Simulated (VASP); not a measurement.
Write the native input for VASP 6.6.1 that does the following.

```
Task                   : relaxation of shape and atoms at fixed volume
Functional             : PBE
Potentials or basis    : VASP PAW PBE potentials, release 64 (Cu)
Cutoff                 : 600 eV
k mesh                 : 30 × 30 × 30
Occupations            : gaussian, width 0.1 eV
Spin                   : no spin polarisation
Dipole correction      : no
Further INCAR settings : ALGO = Fast; EDIFF = 1e-06; IBRION = 2; EDIFFG = -0.01; NSW = 50; ISIF = 4
```

The structure of Cu lies in POSCAR:

```
Cu
1.0
   -1.3080378489      1.3080378489      1.8510685435
    1.3080378489     -1.3080378489      1.8510685435
    1.3080378489      1.3080378489     -1.8510685435
Cu
1
Direct
    0.0000000000      0.0000000000      0.0000000000
```

The input as run:

INCAR

```
PREC     = Accurate       # precision mode
ENCUT    = 600            # plane-wave cutoff, eV
EDIFF    = 1E-6           # SCF threshold, eV
ISMEAR   = 0              # smearing method
SIGMA    = 0.1            # smearing width, eV
LREAL    = F              # projectors in reciprocal space
LASPH    = T              # aspherical terms in the spheres
NELM     = 60             # most SCF steps
ALGO     = Fast           # electronic algorithm
ISIF     = 4              # what is computed and relaxed
LWAVE    = F              # write WAVECAR
LCHARG   = F              # write CHGCAR
GGA      = PE             # functional
IBRION   = 2              # ionic algorithm
NSW      = 50             # ionic steps
EDIFFG   = -0.01          # ionic threshold
```

KPOINTS

```
Automatic mesh
0
Gamma
  30 30 30
```

Potentials or basis: VASP PAW PBE potentials, release 64 (Cu).

The run is started by

```bash
$ cat potpaw_PBE.64/Cu/POTCAR > POTCAR
$ mpirun -np 1 vasp_std > vasp.out
```

It gave:

```yaml
Pressure_after_relaxing: -6.4 GPa
Band_gap_on_the_k_mesh: zero (an odd number of electrons rules out a gap without spin polarisation)
```

It took 7 min on 1 thread of Oxide Virtual Turin-like Processor (shared host), peak memory 0.38 GiB.
